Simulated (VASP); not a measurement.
# CaO (I-4m2) in VASP: further runs

The runs below take CaO through single point, with PBE, HSE06.

Everything below comes from runs of VASP 6.6.1. Logs are shortened: lines on timing, memory, paths and dates and some standing lists are left out, and cuts for length are marked.

**1. The cell of the first run**

Symmetry: I-4m2, No. 119, tetragonal system. The conventional cell has a = 3.502 Å, b = 3.502 Å, c = 5.579 Å, α = 90.00°, β = 90.00°, γ = 90.00°. Ca (site symmetry -4m2) has 4 O at 2.24 Å within 3.0 Å. O (site symmetry -4m2) has 4 Ca at 2.24 Å within 3.0 Å.

**2. Single point, PBE (epitaxial xy strain -5.0%)**

Contents of INCAR:

```
SYSTEM = CaO
ALGO = Normal
EDIFF = 1E-6
ENCUT = 520
GGA = PE
ISIF = 2
ISMEAR = 0
LASPH = .TRUE.
LCHARG = .FALSE.
LREAL = .FALSE.
LWAVE = .FALSE.
NBANDS = 15
NELM = 80
PREC = Accurate
SIGMA = 0.01
```

Contents of KPOINTS:

```
k-points
0
G
  6 6 6
  0 0 0
```

Contents of POSCAR:

```
CaO
1.0
    0.0000000000      2.4763951520      2.7895354835
    2.4763951520      0.0000000000      2.7895354835
    2.4763951520      2.4763951520      0.0000000000
Ca O
1 1
Direct
    0.0000000000      0.0000000000      0.0000000000
    0.2500000000      0.2500000000      0.2500000000
```

Potentials or basis: VASP PAW PBE potentials, release 64 (Ca_sv, O).

Run with:

```
> cat potpaw_PBE.64/Ca_sv/POTCAR potpaw_PBE.64/O/POTCAR > POTCAR
> mpirun -np 1 vasp_std > vasp.out
```

OUTCAR:

```text
SYSTEM = CaO
   EDIFF = 1E-6
   ENCUT = 520
   GGA = PE
   ISIF = 2
   ISMEAR = 0
   LASPH = .TRUE.
   LREAL = .FALSE.
   NELM = 80
   PREC = Accurate

 ion  position               nearest neighbor table
   1  0.000  0.000  0.000-   2 2.24   2 2.24   2 2.24   2 2.24
   2  0.250  0.250  0.250-   1 2.24   1 2.24   1 2.24   1 2.24

  LATTYP: Found a body centered tetragonal cell.
 ALAT       =     3.5021516098
 C/A-ratio  =     1.5930409613

  Lattice vectors:

 A1 = (  -2.4763951520,   0.0000000000,   2.7895354835)
 A2 = (   2.4763951520,   0.0000000000,   2.7895354835)
 A3 = (   0.0000000000,   2.4763951520,  -2.7895354835)

Analysis of symmetry for initial positions (statically):
=====================================================================
 Subroutine PRICEL returns:
 Original cell was already a primitive cell.

 Routine SETGRP: Setting up the symmetry group for a
 body centered tetragonal supercell.

 Subroutine GETGRP returns: Found  8 space group operations
 (whereof  8 operations were pure point group operations)
 out of a pool of 16 trial point group operations.

The static configuration has the point symmetry D_2d.

Analysis of symmetry for dynamics (positions and initial velocities):
=====================================================================
 Subroutine PRICEL returns:
 Original cell was already a primitive cell.

 Routine SETGRP: Setting up the symmetry group for a
 body centered tetragonal supercell.

 Subroutine GETGRP returns: Found  8 space group operations
 (whereof  8 operations were pure point group operations)
 out of a pool of 16 trial point group operations.

The dynamic configuration has the point symmetry D_2d.

 Subroutine INISYM returns: Found  8 space group operations
 (whereof  8 operations are pure point group operations),
 and found     1 'primitive' translations

----------------------------------------------------------------------------------------

                                     Primitive cell

  volume of cell :      34.2138

  direct lattice vectors                    reciprocal lattice vectors
     0.000000000  2.476395152  2.789535483    -0.201906388  0.201906388  0.179241312
     2.476395152  0.000000000  2.789535483     0.201906388 -0.201906388  0.179241312
     2.476395152  2.476395152  0.000000000     0.201906388  0.201906388 -0.179241312

  length of vectors
     3.730152968  3.730152968  3.502151610     0.337134731  0.337134731  0.337134731

[... 83 lines left out ...]
   NSW    =      0    number of steps for IOM
   IBRION =     -1    ionic relax: 0-MD 1-quasi-New 2-CG
   NFREE  =      0    steps in history (QN), initial steepest desc. (CG)
   ISIF   =      2    stress and relaxation
   ISYM   =      2    0-nonsym 1-usesym 2-fastsym
   POTIM  = 0.5000    time-step for ionic-motion
   TEBEG  =    0.0;   TEEND  =   0.0 temperature during run
   PSTRESS=    0.0 pullay stress
   NELECT =      16.0000    total number of electrons
   NUPDOWN=      -1.0000    fix difference up-down
   EMIN   =  10.00;   EMAX   =-10.00  energy-range for DOS
   EFERMI =   0.00;   METHOD = LEGACY
   ISMEAR =     0;   SIGMA  =   0.01  broadening in eV -4-tet -1-fermi 0-gaus
   EFERMI_NEDOS =   21; number of points for ismear=-14 and -15
   IALGO  =     38    algorithm
   IMIX   =      4    mixing-type and parameters
     AMIX     =   0.40;   BMIX     =  1.00
     AMIX_MAG =   1.60;   BMIX_MAG =  1.00
  volume/ion in A,a.u.               =      17.11       115.44
  Fermi-wavevector in a.u.,A,eV,Ry     =   1.270713  2.401300 21.969494  1.614712
  Thomas-Fermi vector in A             =   2.403686
   LORBIT       =      0    0 simple, 1 ext, 2 COOP (PROOUT), +10 PAW based schemes
   GGA     = PE    functional components
   LHFCALC =     F    Hartree Fock is set to
   AEXX    =    0.0000 exact exchange contribution
   IVDW    =     0    specifies the selected vdW correction
   LEPSILON=     F    determine dielectric tensor
   LRPA    =     F    only Hartree local field effects (RPA)
 non-spin polarized calculation
 Gauss-broadening in eV      SIGMA  =   0.01
  energy-cutoff  :      520.00
  volume of cell :       34.21
 maximum number of plane-waves:       940
   NGX = 13   NGY = 13   NGZ = 13

 number of electron      15.9999998 magnetization

 Free energy of the ion-electron system (eV)
  ---------------------------------------------------
  ext. energy  EPLUGINS =         0.00000000
  ---------------------------------------------------
  free energy    TOTEN  =       -12.39144182 eV

  energy without entropy =      -12.39144182  energy(sigma->0) =      -12.39144182

 E-fermi :   0.9195     XC(G=0):  -9.2059

 val. band max:        0.7885638447   @ k =   0.5000   0.5000   0.0000
 cond. band min:       4.0821188471   @ k =   0.0000   0.0000   0.0000
 fundamental gap:      3.2935550024
 Fermi energy:         0.9194796075

 k-point     1 :       0.0000    0.0000    0.0000
  band No.  band energies     occupation
      1     -36.4105      2.00000
      2     -17.3470      2.00000
      3     -17.3470      2.00000
      4     -17.3203      2.00000
      5     -14.1877      2.00000
      6      -0.0690      2.00000
      7       0.0630      2.00000
      8       0.0630      2.00000
      9       4.0821      0.00000
     10       8.2235      0.00000
     11       9.1682      0.00000
     12       9.6679      0.00000
     13      10.7460      0.00000
     14      10.7460      0.00000
[... 401 lines left out ...]
      2     -18.1222      2.00000
      3     -17.5722      2.00000
      4     -17.4464      2.00000
      5     -13.3302      2.00000
      6      -0.6392      2.00000
      7       0.3616      2.00000
      8       0.5489      2.00000
      9       5.9747      0.00000
     10       7.3540      0.00000
     11       9.3267      0.00000
     12      10.2662      0.00000
     13      10.5210      0.00000
     14      12.1373      0.00000
     15      14.4433      0.00000

 [... further k-points ...]
[... 5 lines left out ...]
  --------------------------------------------------------------------------------------
  -------------------------------------------------------------------------------------
  Total        1.1323792      1.1323792      0.4437601      0.0000000      0.0000000     -0.0000000
  in kB       53.0274423     53.0274423     20.7805531      0.0000000      0.0000000     -0.0000000
  external PRESSURE =      42.2784792 kB  Pullay stress =       0.0000000 kB

 VOLUME and BASIS-vectors are now :
 -----------------------------------------------------------------------------
  energy-cutoff  :      520.00
  volume of cell :       34.21
      direct lattice vectors                 reciprocal lattice vectors
     0.000000000  2.476395152  2.789535483    -0.201906388  0.201906388  0.179241312
     2.476395152  0.000000000  2.789535483     0.201906388 -0.201906388  0.179241312
     2.476395152  2.476395152  0.000000000     0.201906388  0.201906388 -0.179241312

 POSITION                                       TOTAL-FORCE (eV/Angst)
 -----------------------------------------------------------------------------------
      0.00000      0.00000      0.00000         0.000000     -0.000000     -0.000000
      1.23820      1.23820      1.39477        -0.000000      0.000000      0.000000
 -----------------------------------------------------------------------------------
    total drift:                                0.000000      0.000000      0.000000

  FREE ENERGIE OF THE ION-ELECTRON SYSTEM (eV)
  ---------------------------------------------------
  free  energy   TOTEN  =       -12.3914418211 eV

  energy  without entropy=      -12.3914418211  energy(sigma->0) =      -12.39144182
```

stdout:

```text
POSCAR found type information on POSCAR CaO
 POSCAR found :  2 types and       2 ions
 scaLAPACK will be used
 LDA part: xc-table for (Slater+PW92), standard interpolation
 POSCAR, INCAR and KPOINTS ok, starting setup
 FFT: planning ... GRIDC
 FFT: planning ... GRID_SOFT
 FFT: planning ... GRID
 WAVECAR not read
 entering main loop
```

Run time: 19 s. Hardware: 1 thread of AMD EPYC 7R43 (Zen 3), shared host; peak memory 0.12 GiB.

What came out:

* Free energy: -12.3914 eV
* Pressure: 4.2 GPa
* Band gap on the k mesh: 3.29 eV (least direct gap 4.02 eV)

Levels at points of the mesh, in eV from the valence-band top:
| k point | band 4 | band 5 | band 6 | band 7 | band 8 | band 9 | band 10 | band 11 | band 12 | band 13 |
| --- | --- | --- | --- | --- | --- | --- | --- | --- | --- | --- |
| (0.00, 0.00, 0.00) | -18.11 | -14.98 | -0.86 | -0.73 | -0.73 | 3.29 | 7.43 | 8.38 | 8.88 | 9.96 |
| (0.50, 0.00, 0.00) | -18.17 | -14.25 | -1.17 | -0.67 | -0.36 | 6.11 | 7.74 | 7.91 | 8.22 | 9.39 |
| (0.50, 0.50, 0.00) | -18.25 | -13.91 | -1.67 | 0.00 | 0.00 | 4.61 | 6.33 | 9.06 | 9.29 | 9.29 |
| (0.50, 0.00, 0.50) | -18.23 | -14.10 | -1.61 | -0.25 | -0.17 | 5.03 | 6.47 | 9.15 | 9.25 | 9.53 |

Caveat: the cell differs from its parent crystal (epitaxial xy strain -5.0%); the cell stands under pressure. A k mesh can miss the band edges.

**3. Single point, PBE (epitaxial xy strain +2.5%)**

Contents of INCAR:

```
SYSTEM = CaO
  PREC = Accurate
  ENCUT = 520
  EDIFF = 1E-7
  ISMEAR = 0
  SIGMA = 0.01
  LREAL = .FALSE.
  LASPH = .TRUE.
  NELM = 100
  ALGO = Normal
  ISIF = 2
  LWAVE = .FALSE.
  LCHARG = .FALSE.
  GGA = PE
  NBANDS = 15
```

Contents of KPOINTS:

```
regular mesh
0
G
  6 6 6
  0 0 0
```

Contents of POSCAR:

```
CaO
1.0
    0.0000000000      2.6719000325      2.4842894545
    2.6719000325      0.0000000000      2.4842894545
    2.6719000325      2.6719000325      0.0000000000
Ca O
1 1
Direct
    0.0000000000      0.0000000000      0.0000000000
    0.2500000000      0.2500000000      0.2500000000
```

Potentials or basis: VASP PAW PBE potentials, release 64 (Ca_sv, O).

Run with:

```
> cat potpaw_PBE.64/Ca_sv/POTCAR potpaw_PBE.64/O/POTCAR > POTCAR
> mpirun -np 1 vasp_std > vasp.out
```

Wall time 19 s (1 thread of AMD EPYC 7R43 (Zen 3), shared host); peak memory 0.12 GiB.

Results (log left out):

- Free energy: -12.4355 eV
- Pressure: 1.5 GPa
- Band gap on the k mesh: 3.27 eV (least direct gap 3.89 eV)

Stress tensor (GPa, compression positive):
```
1.31 0.00 0.00
0.00 1.31 0.00
0.00 0.00 1.84
```

Levels at points of the mesh, in eV from the valence-band top:
```
           k point  band 6  band 7  band 8  band 9  band 10  band 11
(0.00, 0.00, 0.00)   -0.67   -0.67   -0.62    3.27     7.63     8.14
(0.50, 0.00, 0.00)   -1.05   -0.48   -0.33    6.10     7.73     7.88
(0.50, 0.50, 0.00)   -1.44   -0.12   -0.12    5.06     6.64     8.95
(0.50, 0.00, 0.50)   -1.49   -0.05    0.00    4.81     6.47     8.97
```

Caveat: the cell differs from its parent crystal (epitaxial xy strain +2.5%).

**4. Single point, PBE (epitaxial xy strain -5.0%)**

Contents of INCAR:

```
PREC = Accurate
ENCUT = 520
EDIFF = 1E-7
ISMEAR = -1
SIGMA = 0.02
LREAL = False
LASPH = True
NELM = 80
ALGO = Normal
ISIF = 2
LWAVE = False
LCHARG = False
GGA = PE
NBANDS = 15
```

Contents of KPOINTS:

```
regular mesh
0
Gamma
  8 8 8
```

Contents of POSCAR:

```
CaO
1.0
    0.0000000000      2.4763951520      2.7895354835
    2.4763951520      0.0000000000      2.7895354835
    2.4763951520      2.4763951520      0.0000000000
Ca O
1 1
Direct
    0.0000000000      0.0000000000      0.0000000000
    0.2500000000      0.2500000000      0.2500000000
```

Run with:

```
> cat potpaw_PBE.64/Ca_sv/POTCAR potpaw_PBE.64/O/POTCAR > POTCAR
> mpirun -np 1 vasp_std > vasp.out
```

It took 42 s on 1 thread of AMD EPYC 7R43 (Zen 3), shared host; peak memory 0.13 GiB.

It converged, with:

```
Free energy            : -12.3915 eV
Pressure               : 4.2 GPa
Band gap on the k mesh : 3.29 eV (least direct gap 4.02 eV)
```

Stress tensor (GPa, compression positive):
```
5.30 0.00 0.00
0.00 5.30 0.00
0.00 0.00 2.07
```

Levels at points of the mesh, in eV from the valence-band top:
```csv
k point,band 6,band 7,band 8,band 9,band 10,band 11
"(0.00, 0.00, 0.00)",-0.86,-0.73,-0.73,3.29,7.44,8.38
"(0.50, 0.00, 0.00)",-1.17,-0.67,-0.36,6.11,7.74,7.91
"(0.50, 0.50, 0.00)",-1.67,0.00,0.00,4.61,6.33,9.06
"(0.50, 0.00, 0.50)",-1.61,-0.25,-0.17,5.03,6.47,9.15
```

Caveat: the cell differs from its parent crystal (epitaxial xy strain -5.0%); the cell stands under pressure. A k mesh can miss the band edges.

[end of part 1 of 2]
